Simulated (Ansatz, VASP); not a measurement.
One calculation of SiO2, two programs

```
CELL_PARAMETERS angstrom
5.08284 0.00000 0.00000
0.00000 5.08284 0.00000
0.00000 0.00000 7.06311
ATOMIC_POSITIONS crystal
Si 0.29158 0.29158 0.00000
Si 0.20842 0.79158 0.25000
Si 0.70842 0.70842 0.50000
Si 0.79158 0.20842 0.75000
O 0.24221 0.08717 0.17089
O 0.41283 0.74221 0.42089
O 0.75779 0.91283 0.67089
O 0.58717 0.25779 0.92089
O 0.74221 0.41283 0.57911
O 0.91283 0.75779 0.32911
O 0.25779 0.58717 0.07911
O 0.08717 0.24221 0.82911
```

Alike in both runs: functional r2SCAN; k mesh 6 × 6 × 4; occupations fermi-dirac, width 0.02 eV; no spin polarisation.

Ansatz relaxed the structure, and its values are those at the end. VASP's run is a single point on that final structure, the one shown.

|  | VASP | Ansatz |
| --- | --- | --- |
| version | VASP 6.6.1 | Ansatz 0.2.0 |
| potentials or method | VASP PAW PBE potentials, release 64 (Si, O), cutoff 520 eV | PAW plane waves |
| valence electrons in the cell | 64 | 64 |

```csv
,VASP,Ansatz,Ansatz less VASP
gap on the k mesh at the Fermi level (eV),6.21,6.22,+0.006
pressure (GPa),-0.7,-0.8,-0.12
rms of the force components (eV/Å),0.005,0.003,-0.0021
```

VASP's potentials were made for PBE, not for r2SCAN. Ansatz's warnings: stress scf threshold loose.
